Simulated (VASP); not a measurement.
# MoS2 (P6_3/mmc) in VASP: notebook

Runs on MoS2. Level: PBE. Tasks: single point, relaxation of cell and atoms.

Program: VASP 6.6.1. These are calculated values, not measurements. Logs are shortened: lines on timing, memory, paths and dates and some standing lists are left out, and cuts for length are marked.

## 1. The cell of the first run

It takes space group P6_3/mmc (No. 194, hexagonal). The conventional cell has a = 3.185 Å, b = 3.185 Å, c = 14.808 Å, α = 90.00°, β = 90.00°, γ = 120.00°. Mo (site symmetry -6m2) has 6 S at 2.41 Å and 6 Mo at 3.19 Å within 3.2 Å. Within 3.2 Å of S (site symmetry 3m) lie 3 Mo at 2.41 Å and 7 S at 3.13 to 3.19 Å.

## 2. Single point, PBE

The input, INCAR:

```
PREC = Accurate
ENCUT = 520
EDIFF = 1E-7
ISMEAR = 0
SIGMA = 0.02
LREAL = F
LASPH = T
NELM = 100
ALGO = Normal
ISIF = 2
LWAVE = F
LCHARG = F
GGA = PE
NBANDS = 35
```

The input, KPOINTS:

```
regular mesh
0
Gamma
  12 12 2
```

The input, POSCAR:

```
MoS2
1.0
    3.1850687473      0.0000000029      0.0000000000
   -1.5925343762      2.7583504466      0.0000000000
    0.0000000000      0.0000000000     14.8079792965
Mo S
2 4
Direct
    0.6666666667      0.3333333333      0.2500000000
    0.3333333333      0.6666666667      0.7500000000
    0.6666666667      0.3333333333      0.6444802368
    0.3333333333      0.6666666667      0.3555197632
    0.6666666667      0.3333333333      0.8555197632
    0.3333333333      0.6666666667      0.1444802368
```

Potentials or basis: VASP PAW PBE potentials, release 64 (Mo_sv, S).

The run is started by

```console
cat potpaw_PBE.64/Mo_sv/POTCAR potpaw_PBE.64/S/POTCAR > POTCAR
mpirun -np 1 vasp_std > vasp.out
```

OUTCAR:

```text
PREC = Accurate
   ENCUT = 520
   EDIFF = 1E-7
   ISMEAR = 0
   LREAL = F
   LASPH = T
   NELM = 100
   ISIF = 2
   GGA = PE

 ion  position               nearest neighbor table
   1  0.667  0.333  0.250-   4 2.41   6 2.41   4 2.41   6 2.41   4 2.41   6 2.41
   2  0.333  0.667  0.750-   3 2.41   5 2.41   3 2.41   5 2.41   3 2.41   5 2.41
   3  0.667  0.333  0.644-   2 2.41   2 2.41   2 2.41
   4  0.333  0.667  0.356-   1 2.41   1 2.41   1 2.41
   5  0.667  0.333  0.856-   2 2.41   2 2.41   2 2.41
   6  0.333  0.667  0.144-   1 2.41   1 2.41   1 2.41

  LATTYP: Found a hexagonal cell.
 ALAT       =     3.1850687473
 C/A-ratio  =     4.6491867119

  Lattice vectors:

 A1 = (   3.1850687473,   0.0000000029,   0.0000000000)
 A2 = (  -1.5925343762,   2.7583504466,   0.0000000000)
 A3 = (   0.0000000000,   0.0000000000,  14.8079792965)

Analysis of symmetry for initial positions (statically):
=====================================================================
 Subroutine PRICEL returns:
 Original cell was already a primitive cell.

 Routine SETGRP: Setting up the symmetry group for a
 hexagonal supercell.

 Subroutine GETGRP returns: Found 24 space group operations
 (whereof 12 operations were pure point group operations)
 out of a pool of 24 trial point group operations.

The static configuration has the point symmetry D_3d.
 The point group associated with its full space group is D_6h.

Analysis of symmetry for dynamics (positions and initial velocities):
=====================================================================
 Subroutine PRICEL returns:
 Original cell was already a primitive cell.

 Routine SETGRP: Setting up the symmetry group for a
 hexagonal supercell.

 Subroutine GETGRP returns: Found 24 space group operations
 (whereof 12 operations were pure point group operations)
 out of a pool of 24 trial point group operations.

The dynamic configuration has the point symmetry D_3d.
 The point group associated with its full space group is D_6h.

 Subroutine INISYM returns: Found 24 space group operations
 (whereof 12 operations are pure point group operations),
 and found     1 'primitive' translations

----------------------------------------------------------------------------------------

                                     Primitive cell

  volume of cell :     130.0960

  direct lattice vectors                    reciprocal lattice vectors
     3.185068747  0.000000003  0.000000000     0.313964966  0.181267758  0.000000000
    -1.592534376  2.758350447  0.000000000    -0.000000000  0.362535515  0.000000000
[... 98 lines left out ...]
   NFREE  =      0    steps in history (QN), initial steepest desc. (CG)
   ISIF   =      2    stress and relaxation
   ISYM   =      2    0-nonsym 1-usesym 2-fastsym
   POTIM  = 0.5000    time-step for ionic-motion
   TEBEG  =    0.0;   TEEND  =   0.0 temperature during run
   PSTRESS=    0.0 pullay stress
   NELECT =      52.0000    total number of electrons
   NUPDOWN=      -1.0000    fix difference up-down
   EMIN   =  10.00;   EMAX   =-10.00  energy-range for DOS
   EFERMI =   0.00;   METHOD = LEGACY
   ISMEAR =     0;   SIGMA  =   0.02  broadening in eV -4-tet -1-fermi 0-gaus
   EFERMI_NEDOS =   21; number of points for ismear=-14 and -15
   IALGO  =     38    algorithm
   IMIX   =      4    mixing-type and parameters
     AMIX     =   0.40;   BMIX     =  1.00
     AMIX_MAG =   1.60;   BMIX_MAG =  1.00
  volume/ion in A,a.u.               =      21.68       146.32
  Fermi-wavevector in a.u.,A,eV,Ry     =   1.205928  2.278873 19.786430  1.454262
  Thomas-Fermi vector in A             =   2.341610
   LORBIT       =      0    0 simple, 1 ext, 2 COOP (PROOUT), +10 PAW based schemes
   GGA     = PE    functional components
   LHFCALC =     F    Hartree Fock is set to
   AEXX    =    0.0000 exact exchange contribution
   IVDW    =     0    specifies the selected vdW correction
   LEPSILON=     F    determine dielectric tensor
   LRPA    =     F    only Hartree local field effects (RPA)
 non-spin polarized calculation
 Gauss-broadening in eV      SIGMA  =   0.02
  energy-cutoff  :      520.00
  volume of cell :      130.10
 maximum number of plane-waves:      3525
 NGX is ok and might be reduce to    24
   NGX = 11   NGY = 11   NGZ = 55

 number of electron      51.9999999 magnetization

 Free energy of the ion-electron system (eV)
  ---------------------------------------------------
  ext. energy  EPLUGINS =         0.00000000
  ---------------------------------------------------
  free energy    TOTEN  =       -43.71545455 eV

  energy without entropy =      -43.71545455  energy(sigma->0) =      -43.71545455

 E-fermi :   5.0723     XC(G=0):  -9.4404

 val. band max:        4.7875882195   @ k =   0.0000   0.0000   0.0000
 cond. band min:       6.2464035606   @ k =   0.3333   0.3333   0.0000
 fundamental gap:      1.4588153411
 Fermi energy:         5.0722994773

 k-point     1 :       0.0000    0.0000    0.0000
  band No.  band energies     occupation
      1     -56.2866      2.00000
      2     -56.2865      2.00000
      3     -30.4242      2.00000
      4     -30.4242      2.00000
      5     -30.2224      2.00000
      6     -30.2224      2.00000
[... 901 lines left out ...]
     34       8.6629      0.00000
     35      11.9937      0.00000

 [... further k-points ...]

------------------------ aborting loop because EDIFF is reached ----------------------------------------

  FORCE on cell =-STRESS in cart. coord.  units (eV):
  Direction    XX          YY          ZZ          XY          YZ          ZX
  --------------------------------------------------------------------------------------
  -------------------------------------------------------------------------------------
  Total       -0.0719149     -0.0719149     -0.1070762      0.0000000     -0.0000000      0.0000000
  in kB       -0.8856570     -0.8856570     -1.3186805      0.0000000     -0.0000000      0.0000000
  external PRESSURE =      -1.0299982 kB  Pullay stress =       0.0000000 kB

 VOLUME and BASIS-vectors are now :
 -----------------------------------------------------------------------------
  energy-cutoff  :      520.00
  volume of cell :      130.10
      direct lattice vectors                 reciprocal lattice vectors
     3.185068747  0.000000003  0.000000000     0.313964966  0.181267758  0.000000000
    -1.592534376  2.758350447  0.000000000    -0.000000000  0.362535515  0.000000000
     0.000000000  0.000000000 14.807979296     0.000000000  0.000000000  0.067531159

 POSITION                                       TOTAL-FORCE (eV/Angst)
 -----------------------------------------------------------------------------------
      1.59253      0.91945      3.70199        -0.000000      0.000000      0.000000
     -0.00000      1.83890     11.10598         0.000000     -0.000000      0.000000
      1.59253      0.91945      9.54345         0.000000     -0.000000      0.010117
     -0.00000      1.83890      5.26453        -0.000000     -0.000000     -0.010117
      1.59253      0.91945     12.66852         0.000000     -0.000000     -0.010117
     -0.00000      1.83890      2.13946        -0.000000      0.000000      0.010117
 -----------------------------------------------------------------------------------
    total drift:                                0.000000     -0.000000      0.000000

  FREE ENERGIE OF THE ION-ELECTRON SYSTEM (eV)
  ---------------------------------------------------
  free  energy   TOTEN  =       -43.7154545499 eV

  energy  without entropy=      -43.7154545499  energy(sigma->0) =      -43.71545455
```

OSZICAR:

```text
N       E                     dE             d eps       ncg     rms          rms(c)
DAV:   1     0.440455490673E+03    0.44046E+03   -0.29056E+04  2980   0.138E+03
DAV:   2    -0.223209495246E+02   -0.46278E+03   -0.44818E+03  3225   0.352E+02
DAV:   3    -0.462137960323E+02   -0.23893E+02   -0.23448E+02  3309   0.727E+01
DAV:   4    -0.467488719386E+02   -0.53508E+00   -0.53325E+00  3209   0.110E+01
DAV:   5    -0.467620194801E+02   -0.13148E-01   -0.13145E-01  3203   0.173E+00    0.332E+01
DAV:   6    -0.445436262771E+02    0.22184E+01   -0.13163E+01  2895   0.228E+01    0.125E+01
DAV:   7    -0.440896079394E+02    0.45402E+00   -0.57000E+00  2914   0.148E+01    0.796E+00
DAV:   8    -0.437166058634E+02    0.37300E+00   -0.85851E-01  2926   0.626E+00    0.268E+00
DAV:   9    -0.437228629051E+02   -0.62570E-02   -0.10395E-01  3070   0.156E+00    0.122E+00
DAV:  10    -0.437155360986E+02    0.73268E-02   -0.30731E-02  2913   0.119E+00    0.390E-01
DAV:  11    -0.437155920121E+02   -0.55913E-04   -0.17944E-03  2929   0.232E-01    0.207E-01
DAV:  12    -0.437154258675E+02    0.16614E-03   -0.74177E-04  2954   0.153E-01    0.657E-02
DAV:  13    -0.437154431789E+02   -0.17311E-04   -0.21830E-04  3126   0.682E-02    0.286E-02
DAV:  14    -0.437154531385E+02   -0.99596E-05   -0.21149E-05  2819   0.268E-02    0.928E-03
DAV:  15    -0.437154541126E+02   -0.97406E-06   -0.15977E-06  2632   0.577E-03    0.404E-03
DAV:  16    -0.437154545669E+02   -0.45435E-06   -0.61117E-07  2513   0.418E-03    0.139E-03
DAV:  17    -0.437154545499E+02    0.17003E-07   -0.20666E-08  1899   0.789E-04
   1 F= -.43715455E+02 E0= -.43715455E+02  d E =-.382598E-92
```

Run time: 75 s. Hardware: 1 thread of Intel Xeon 6975P-C (Granite Rapids), shared host; peak memory 0.31 GiB.

Results:

```
Free energy            : -43.7155 eV
Pressure               : -0.1 GPa
Largest force          : 0.010 eV/Å
Band gap on the k mesh : 1.46 eV (least direct gap 1.67 eV)
```

Forces on the atoms (eV/Å):
```
Mo   0.000  0.000  0.000
Mo   0.000  0.000  0.000
S    0.000  0.000  0.010
S    0.000  0.000 -0.010
S    0.000  0.000 -0.010
S    0.000  0.000  0.010
```

Caveat: this functional lacks dispersion, which binds the layers, so the pressure and a relaxed spacing across them are unreliable. A k mesh can miss the band edges.

## 3. Single point, PBE

The input, INCAR:

```
PREC = Accurate
ENCUT = 520
EDIFF = 1E-6
ISMEAR = 0
SIGMA = 0.02
LREAL = F
LASPH = T
NELM = 100
ALGO = Normal
ISIF = 2
LWAVE = F
LCHARG = T
GGA = PE
LELF = T
LVHAR = T
NBANDS = 35
```

KPOINTS is that of step 2.

POSCAR: that of step 2 with these lines changed.

```diff
@@ -2,4 +2,4 @@
 1.0
-    3.1850687473      0.0000000029      0.0000000000
-   -1.5925343762      2.7583504466      0.0000000000
+    3.1850687474      0.0000000029      0.0000000000
+   -1.5925343762      2.7583504465      0.0000000000
     0.0000000000      0.0000000000     14.8079792965
```

Potentials or basis: VASP PAW PBE potentials, release 64 (Mo_sv, S).

The run is started by

```console
cat potpaw_PBE.64/Mo_sv/POTCAR potpaw_PBE.64/S/POTCAR > POTCAR
mpirun -np 1 vasp_std > vasp.out
```

It took 71 s on 1 thread of Intel Xeon 6975P-C (Granite Rapids), shared host; peak memory 0.31 GiB.

Results (log left out):

```
Free energy            : -43.7155 eV
Pressure               : -0.1 GPa
Largest force          : 0.010 eV/Å
Band gap on the k mesh : 1.46 eV (least direct gap 1.67 eV)
```

Forces in eV/Å, atoms in the order of the input:
```
Mo   0.000  0.000  0.000
Mo   0.000  0.000  0.000
S    0.000  0.000  0.010
S    0.000  0.000 -0.010
S    0.000  0.000 -0.010
S    0.000  0.000  0.010
```

Levels at points of the mesh, in eV from the valence-band top:
```csv
k point,band 24,band 25,band 26,band 27,band 28,band 29
"(0.00, 0.00, 0.00)",-1.67,-0.39,0.00,2.55,2.55,2.55
"(0.50, 0.00, 0.00)",-1.18,-0.84,-0.83,2.03,2.04,2.52
"(0.00, 0.00, 0.50)",-1.70,-0.16,-0.16,2.55,2.55,2.55
"(0.50, 0.00, 0.50)",-1.18,-0.83,-0.83,2.03,2.03,2.54
```

Caveat: this functional lacks dispersion, which binds the layers, so the pressure and a relaxed spacing across them are unreliable. A k mesh can miss the band edges.

## 4. Relaxation of cell and atoms, PBE

This run uses another cell than the first one, of 19.68 Å³/atom.

The input, INCAR:

```
  PREC = Accurate
  ENCUT = 600
  EDIFF = 1E-6
  ISMEAR = 0
  SIGMA = 0.02
  LREAL = False
  LASPH = True
  NELM = 60
  ALGO = Normal
  ISIF = 3
  LWAVE = False
  LCHARG = False
  GGA = PE
  IBRION = 2
  NSW = 100
  EDIFFG = -0.005
```

KPOINTS is that of step 3.

The input, POSCAR:

```
MoS2
1.0
    3.1922379100      0.0000000000      0.0000000000
   -1.5961189600      2.7645591300      0.0000000000
    0.0000000000      0.0000000000     13.3782940000
Mo S
2 4
Direct
    0.6666666700      0.3333333300      0.2500000000
    0.3333333300      0.6666666700      0.7500000000
    0.6666666700      0.3333333300      0.6330820000
    0.3333333300      0.6666666700      0.3669180000
    0.6666666700      0.3333333300      0.8669180000
    0.3333333300      0.6666666700      0.1330820000
```

The run is started by

```console
cat potpaw_PBE.64/Mo_sv/POTCAR potpaw_PBE.64/S/POTCAR > POTCAR
mpirun -np 1 vasp_std > vasp.out
```

Wall time 16 min (1 thread of Intel Xeon 6975P-C (Granite Rapids), shared host); peak memory 0.37 GiB.

Results (log left out):

```yaml
Free_energy: -43.7129 eV
Relaxed_volume: 20.85 Å³/atom
Relaxed_cell: a = 3.185 Å, b = 3.185 Å, c = 14.242 Å, α = 90.00°, β = 90.00°, γ = 120.00°
Space_group_after_relaxing_to_0.1_Å: P6_3/mmc (No. 194)
Energy_gained_by_relaxing: 1.9 meV/atom
Ionic_steps: 20
Pressure_after_relaxing: 0.0 GPa
Band_gap_on_the_k_mesh: 1.39 eV (least direct gap 1.66 eV)
```

The path:
```tsv
step	energy change (eV)	largest force (eV/Å)	pressure (GPa)	volume (Å³)
1	0.0000	0.1049	-0.65	118.07
2	0.0027	0.1509	1.32	116.70
3	-0.0015	0.0099	0.08	117.55
4	-0.0020	0.0314	0.09	117.58
5	-0.0021	0.0514	0.10	117.61
6	-0.0025	0.0500	0.11	117.75
7	-0.0036	0.0448	0.10	118.16
8	-0.0056	0.0328	0.10	118.99
9	-0.0084	0.0050	0.13	120.66
10	-0.0106	0.0702	0.31	123.99
11	-0.0111	0.0343	0.11	124.39
12	-0.0113	0.0074	-0.12	124.87
13	-0.0114	0.0098	-0.11	124.91
14	-0.0114	0.0163	-0.06	125.01
15	-0.0114	0.0182	-0.05	125.05
16	-0.0115	0.0037	0.04	125.02
17	-0.0115	0.0044	0.03	125.02
18	-0.0115	0.0025	0.03	125.04
19	-0.0115	0.0025	-0.01	125.12
20	-0.0115	0.0001	0.00	125.09
```

Final structure:
```
CELL_PARAMETERS angstrom
3.18464 0.00000 0.00000
-1.59232 2.75798 0.00000
0.00000 0.00000 14.24159
ATOMIC_POSITIONS crystal
Mo 0.66667 0.33333 0.25000
Mo 0.33333 0.66667 0.75000
S 0.66667 0.33333 0.64033
S 0.33333 0.66667 0.35967
S 0.66667 0.33333 0.85967
S 0.33333 0.66667 0.14033
```

Levels at points of the mesh, in eV from the valence-band top:
| k point | band 22 | band 23 | band 24 | band 25 | band 26 | band 27 | band 28 | band 29 | band 30 | band 31 |
| --- | --- | --- | --- | --- | --- | --- | --- | --- | --- | --- |
| (0.00, 0.00, 0.00) | -1.77 | -1.77 | -1.62 | -0.51 | 0.00 | 2.48 | 2.48 | 2.49 | 2.49 | 2.72 |
| (0.50, 0.00, 0.00) | -2.14 | -1.26 | -1.24 | -0.91 | -0.90 | 1.96 | 1.97 | 2.44 | 2.52 | 3.44 |
| (0.00, 0.00, 0.50) | -1.78 | -1.78 | -1.78 | -0.20 | -0.20 | 2.48 | 2.48 | 2.48 | 2.48 | 2.73 |
| (0.50, 0.00, 0.50) | -2.15 | -1.25 | -1.25 | -0.90 | -0.90 | 1.97 | 1.97 | 2.48 | 2.48 | 3.59 |

Caveat: this functional lacks dispersion, which binds the layers, so the pressure and a relaxed spacing across them are unreliable. A k mesh can miss the band edges.

## 5. Relaxation of cell and atoms, PBE

The input, INCAR:

```
ALGO = Normal
EDIFF = 1E-7
EDIFFG = -0.005
ENCUT = 600
GGA = PE
IBRION = 2
ISIF = 3
ISMEAR = 0
LASPH = True
LCHARG = False
LREAL = False
LWAVE = False
NELM = 80
NSW = 100
PREC = Accurate
SIGMA = 0.02
```

The input, KPOINTS:

```
k-points
0
Gamma
  12 12 2
```

The input, POSCAR:

```
MoS2
1.0
    3.1850687473      0.0000000029      0.0000000000
   -1.5925343762      2.7583504466      0.0000000000
    0.0000000000      0.0000000000     14.8079792965
Mo S
2 4
Direct
    0.6666666667      0.3333333333      0.2500000000
    0.3333333333      0.6666666667      0.7500000000
    0.6666666667      0.3333333333      0.6444802368
    0.3333333333      0.6666666667      0.3555197632
    0.6666666667      0.3333333333      0.8555197632
    0.3333333333      0.6666666667      0.1444802368
```

The run is started by

```console
cat potpaw_PBE.64/Mo_sv/POTCAR potpaw_PBE.64/S/POTCAR > POTCAR
mpirun -np 1 vasp_std > vasp.out
```

Wall time 16 min (1 thread of AMD EPYC 7R13, shared host); peak memory 0.37 GiB.

Results (log left out):

| Quantity | Value |
| --- | --- |
| Free energy | -43.7170 eV |
| Relaxed volume | 21.67 Å³/atom |
| Relaxed cell | a = 3.184 Å, b = 3.184 Å, c = 14.804 Å, α = 90.00°, β = 90.00°, γ = 120.00° |
| Space group after relaxing (to 0.1 Å) | P6_3/mmc (No. 194) |
| Energy gained by relaxing | 0.0 meV/atom |
| Ionic steps | 4 |
| Pressure after relaxing | 0.0 GPa |
| Largest force after relaxing | 0.005 eV/Å |
| Band gap on the k mesh | 1.46 eV (least direct gap 1.67 eV) |

Forces on the atoms (eV/Å):
```
Mo   0.000  0.000  0.000
Mo   0.000  0.000  0.000
S    0.000  0.000 -0.005
S    0.000  0.000  0.005
S    0.000  0.000  0.005
S    0.000  0.000 -0.005
```

Final structure:
```yaml
crystal:
  lattice:
    - [3.18443, 0.00000, 0.00000]
    - [-1.59222, 2.75780, 0.00000]
    - [0.00000, 0.00000, 14.80359]
  atoms:
    - { symbol: Mo, position: [0.66667, 0.33333, 0.25000] }
    - { symbol: Mo, position: [0.33333, 0.66667, 0.75000] }
    - { symbol: S, position: [0.66667, 0.33333, 0.64449] }
    - { symbol: S, position: [0.33333, 0.66667, 0.35551] }
    - { symbol: S, position: [0.66667, 0.33333, 0.85551] }
    - { symbol: S, position: [0.33333, 0.66667, 0.14449] }
```

Levels at points of the mesh, in eV from the valence-band top:
```tsv
k point	band 24	band 25	band 26	band 27	band 28	band 29
(0.00, 0.00, 0.00)	-1.67	-0.39	0.00	2.55	2.55	2.55
(0.50, 0.00, 0.00)	-1.18	-0.84	-0.83	2.03	2.04	2.52
(0.00, 0.00, 0.50)	-1.71	-0.16	-0.16	2.55	2.55	2.55
(0.50, 0.00, 0.50)	-1.18	-0.84	-0.84	2.03	2.03	2.55
```

Caveat: this functional lacks dispersion, which binds the layers, so the pressure and a relaxed spacing across them are unreliable.

## 6. Overview

| task | cell | cutoff (eV) | gap on the mesh (eV) | pressure (GPa) | relaxed volume (Å³/atom) |
| --- | --- | --- | --- | --- | --- |
| single point | a = 3.185, b = 3.185, c = 14.808 Å, angles 90.0, 90.0, 120.0°, 6 atoms, atomic positions A | 520 | 1.46 | -0.1 | - |
| relaxation of cell and atoms | relaxed from a = 3.192, b = 3.192, c = 13.378 Å, angles 90.0, 90.0, 120.0°, 6 atoms, atomic positions B | 600 | 1.39 | 0.0 | 20.85 |
| relaxation of cell and atoms | relaxed from a = 3.185, b = 3.185, c = 14.808 Å, angles 90.0, 90.0, 120.0°, 6 atoms, atomic positions A | 600 | 1.46 | 0.0 | 21.67 |

Alike in all rows: level PBE; potentials or basis VASP PAW PBE potentials, release 64 (Mo_sv, S); no spin polarisation; k mesh 12 × 12 × 2; smearing gaussian 0.02 eV.

Caveats: this functional lacks dispersion, which binds the layers, so the pressure and a relaxed spacing across them are unreliable.

Absolute energies hang on the potentials; compare differences alone.
